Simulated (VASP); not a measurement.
Here is a VASP 6.6.1 calculation.

The input INCAR:

```
SYSTEM = AgI
  PREC = Accurate
  ENCUT = 500
  EDIFF = 1E-6
  ISMEAR = 0
  SIGMA = 0.02
  LREAL = .FALSE.
  LASPH = .TRUE.
  NELM = 120
  ALGO = Normal
  ISIF = 2
  LWAVE = .FALSE.
  LCHARG = .FALSE.
  GGA = PE
  NBANDS = 26
  GGA_COMPAT = .FALSE.
```

Contents of KPOINTS:

```
regular mesh
0
G
  6 6 4
  0 0 0
```

Contents of POSCAR:

```
AgI
1.0
    4.5456982170      0.0000000000      0.0000000000
   -2.2728491085      3.9366901339      0.0000000000
    0.0000000000      0.0000000000      7.4312984412
Ag I
2 2
Direct
    0.3333333333      0.6666666667      0.0024494355
    0.6666666667      0.3333333333      0.5024494355
    0.3333333333      0.6666666667      0.3774505645
    0.6666666667      0.3333333333      0.8774505645
```

Potentials or basis: VASP PAW PBE potentials, release 64 (Ag, I).

Launch:

```sh
$ cat potpaw_PBE.64/Ag/POTCAR potpaw_PBE.64/I/POTCAR > POTCAR
$ mpirun -np 1 vasp_std > vasp.out
```

Estimate the pressure.

2.9 GPa.

Predict the band gap on the k mesh.

1.37 eV.

Forces on the atoms (eV/Å):
```
Ag   0.000  0.000  0.007
Ag   0.000  0.000  0.007
I    0.000  0.000 -0.007
I    0.000  0.000 -0.007
```

Caveat: spin-orbit coupling is left out, which moves the levels of the heavy elements.
